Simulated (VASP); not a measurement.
Wanted: the native input for a VASP 6.6.1 run.

```
Task                   : single point
Functional             : PBE
Potentials or basis    : VASP PAW PBE potentials, release 64 (Mg)
Cutoff                 : 520 eV
k mesh                 : 14 × 14 × 14
Occupations            : gaussian, width 0.1 eV
Spin                   : no spin polarisation
Dipole correction      : no
Further INCAR settings : ALGO = Fast; EDIFF = 1e-07; NBANDS = 7
```

The structure of Mg lies in POSCAR:

```
Mg
1.0
    0.0032990563      2.2798723427      2.3138279360
    2.3328816694     -0.0272228253      2.3443498176
    2.2912956058      2.2688081606      0.0143632384
Mg
1
Direct
    0.0000000000      0.0000000000      0.0000000000
```

This cell differs from its parent crystal: the cell strained at random.

The input as run:

INCAR

```
SYSTEM = Mg
ALGO = Fast
EDIFF = 1E-7
ENCUT = 520
GGA = PE
ISIF = 2
ISMEAR = 0
LASPH = .TRUE.
LCHARG = .TRUE.
LELF = .TRUE.
LREAL = .FALSE.
LVHAR = .TRUE.
LWAVE = .FALSE.
NBANDS = 7
NELM = 100
PREC = Accurate
SIGMA = 0.1
```

KPOINTS

```
k-points
0
G
  14 14 14
  0 0 0
```

Potentials or basis: VASP PAW PBE potentials, release 64 (Mg).

The run is started by

```sh
$ cat potpaw_PBE.64/Mg/POTCAR > POTCAR
$ mpirun -np 1 vasp_std > vasp.out
```

Results of the run:

```json
{
 "Pressure": "-1.9 GPa",
 "Band gap on the k mesh": "zero (band 1 reaches 3.36 eV, above the bottom of band 2 at 0.80 eV)"
}
```

Caveat: the cell differs from its parent crystal (the cell strained at random).

Run time: 97 s on 1 thread of Intel(R) Xeon(R) Platinum 8259CL CPU @ 2.50GHz (Skylake/Cascade Lake) (shared host), peak memory 0.36 GiB.
